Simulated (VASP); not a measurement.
Ga: relaxation of cell and atoms with BLYP+D3(BJ)

The system is Ga.

```
CELL_PARAMETERS angstrom
1.38300 -4.02650 0.00000
1.38300 4.02650 0.00000
-0.11745 0.00000 3.32993
ATOMIC_POSITIONS crystal
Ga 0.13100 0.86900 0.75000
Ga 0.86900 0.13100 0.25000
```

| Item | Value |
| --- | --- |
| Program | VASP 6.6.1 |
| Task | relaxation of cell and atoms |
| Functional | BLYP |
| Dispersion | D3(BJ) |
| Potentials or basis | VASP PAW PBE potentials, release 64 (Ga_d) |
| Cutoff | 600 eV |
| k mesh | 10 × 10 × 8 |
| Occupations | fermi-dirac, width 0.05 eV |
| Spin | no spin polarisation |
| Dipole correction | no |
| Further INCAR settings | ALGO = Normal; EDIFF = 1e-07; IBRION = 2; EDIFFG = -0.02; NSW = 80; ISIF = 3 |

```json
{
 "Relaxed volume": "18.76 Å³/atom",
 "Relaxed cell": "a = 4.273 Å, b = 4.273 Å, c = 3.292 Å, α = 90.21°, β = 90.21°, γ = 141.38°",
 "Space group after relaxing (to 0.1 Å)": "Cmcm (No. 63)",
 "Energy gained by relaxing": "3.9 meV/atom",
 "Ionic steps": "10",
 "Pressure after relaxing": "0.0 GPa",
 "Largest force after relaxing": "0.013 eV/Å",
 "Band gap on the k mesh": "zero (bands 13 and 14 overlap by 8.21 eV)",
 "Dispersion energy per atom": "-0.724 eV"
}
```

Forces in eV/Å, atoms in the order of the input:
```
Ga   0.000  0.013  0.000
Ga   0.000 -0.013  0.000
```

Stress tensor (GPa, compression positive):
```
 0.07  0.00  0.10
 0.00  0.01  0.00
 0.10  0.00 -0.13
```

The path:
```csv
step,energy change (eV),largest force (eV/Å),pressure (GPa),volume (Å³)
1,0.0000,0.1654,0.62,37.09
2,-0.0038,0.0971,0.09,37.47
3,-0.0051,0.0494,-0.26,37.76
4,-0.0041,0.0406,-0.93,38.35
5,-0.0053,0.0242,-0.49,37.92
6,-0.0069,0.0035,-0.18,37.72
7,-0.0074,0.0286,0.01,37.56
8,-0.0075,0.0351,0.02,37.52
9,-0.0075,0.0420,0.07,37.48
10,-0.0078,0.0126,-0.02,37.52
```

Final structure:
```
CELL_PARAMETERS angstrom
1.41301 -4.03285 0.01759
1.41301 4.03285 0.01759
-0.07758 0.00000 3.29084
ATOMIC_POSITIONS crystal
Ga 0.13438 0.86562 0.75000
Ga 0.86562 0.13438 0.25000
```

Levels at points of the mesh, in eV from the Fermi level:
```tsv
k point	band 10	band 11	band 12	band 13	band 14	band 15	band 16	band 17
(0.00, 0.00, 0.00)	-14.75	-11.16	-1.98	-1.68	1.93	6.06	8.65	9.71
(0.50, 0.00, 0.00)	-14.78	-6.34	-5.13	-1.45	-0.06	5.97	6.40	8.52
(0.50, 0.50, 0.00)	-14.81	-9.18	-8.37	4.11	5.05	6.15	6.34	6.68
(0.00, 0.00, 0.50)	-14.82	-7.65	-7.65	1.79	1.79	2.64	2.64	10.80
(0.50, 0.00, 0.50)	-14.78	-3.04	-3.01	-1.66	-1.64	1.90	2.07	4.51
(0.50, 0.50, 0.50)	-14.89	-5.99	-5.99	-4.10	-4.10	10.12	10.12	11.60
```

It took 7.7 min on 1 thread of Intel(R) Xeon(R) 6975P-C (Granite Rapids) (shared host), peak memory 0.32 GiB.

Caveat: the PAW data sets were made with another functional, which shifts forces and pressure a little. Zero-point motion and thermal expansion aren't in these numbers.
